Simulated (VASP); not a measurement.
Runs of VASP 6.6.1 on Si3B. The structure is that of space group Pm-3m (No. 221), or close to it. The cells are those of the table. 

| task | cell | k mesh | cutoff (eV) | gap on the mesh (eV) | pressure (GPa) |
| --- | --- | --- | --- | --- | --- |
| relaxation of cell and atoms | relaxed from a = 3.607 Å, 4 atoms | 14 × 14 × 14 | 600 | none | -0.1 |
| relaxation of cell and atoms | relaxed from a = 3.684 Å, 4 atoms | 6 × 6 × 6 | 600 | none | 0.0 |
| single point | a = 3.607 Å, 4 atoms | 6 × 6 × 6 | 520 | none | 0.0 |
| single point | a = 3.606 Å, 4 atoms | 14 × 14 × 14 | 520 | none | 0.1 |
| single point | a = 3.684 Å, 4 atoms | 6 × 6 × 6 | 520 | none | (a) |

Alike in all rows: level r2SCAN; potentials or basis VASP PAW PBE potentials, release 64 (Si, B); no spin polarisation; smearing gaussian 0.1 eV.

Question: Estimate the missing entries.

Answer: (a) -6.1.

Caveats: the PAW data sets were made with another functional, which shifts forces and pressure a little; the relaxation stopped at its first step, so nothing moved (some runs).

A gap of «none» marks levels without a gap at the run's occupations.
